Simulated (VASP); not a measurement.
Fe3Os, 4 atoms in the cell. It takes space group Pm-3m (No. 221, cubic). The conventional cell has a = 3.567 Å, b = 3.567 Å, c = 3.567 Å, α = 90.00°, β = 90.00°, γ = 90.00°. Within 3.3 Å of Fe (site symmetry 4/mmm) lie 8 Fe at 2.52 Å and 4 Os at 2.52 Å. Within 3.3 Å of Os (site symmetry m-3m) lie 12 Fe at 2.52 Å. 

| Item | Value |
| --- | --- |
| Program | VASP 6.6.1 |
| Task | single point |
| Functional | PBE |
| Potentials or basis | VASP PAW PBE potentials, release 64 (Fe, Os) |
| Cutoff | 520 eV |
| k mesh | 12 × 12 × 12 |
| Occupations | gaussian, width 0.1 eV |
| Spin | collinear spin, ferromagnetic start |
| Starting moments | [4.5, 4.5, 4.5, 0.0] μB |
| Dipole correction | no |
| Further INCAR settings | ALGO = Normal; EDIFF = 1e-06; NBANDS = 28 |

Potentials or basis: VASP PAW PBE potentials, release 64 (Fe, Os).

The run is started by

```sh
$ cat potpaw_PBE.64/Fe/POTCAR potpaw_PBE.64/Os/POTCAR > POTCAR
$ mpirun -np 1 vasp_std > vasp.out
```

Hardware: 1 thread of Intel(R) Xeon(R) Platinum 8488C (Sapphire Rapids), on a shared host.

How long does it take, and how much memory?

Run time: 2.4 min on 1 thread of Intel(R) Xeon(R) Platinum 8488C (Sapphire Rapids) (shared host), peak memory 0.28 GiB. Counts: scf iterations 18, k points 84.
